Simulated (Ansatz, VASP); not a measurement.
One calculation of PtS2, two programs

```
Pt S
1.0
     3.55264    0.00000    0.00000
    -1.77632    3.07668    0.00000
     0.00000    0.00000    5.12271
Pt S
1 2
Cartesian
  0.0000 0.0000 0.0000
  0.0000 2.0511 1.2257
  1.7763 1.0256 3.8971
```

Alike in both runs: task single point; functional PBE; k mesh 6 × 6 × 4; no spin polarisation.

```csv
,VASP,Ansatz
version,VASP 6.6.1,Ansatz 0.2.0
potentials or method,"VASP PAW PBE potentials, release 64 (Pt, S)","plane waves, PAW"
plane-wave cutoff (eV),520,420
occupations,"gaussian, width 0.01 eV",fixed
valence electrons in the cell,22,30
```

```csv
,VASP,Ansatz,Ansatz less VASP
gap on the k mesh at the Fermi level (eV),0.85,0.84,-0.006
```

VASP's potentials hold 22 valence electrons a cell and Ansatz's 30, so a difference there can come from the potentials and not from the codes.

Neither program's run includes spin-orbit coupling.
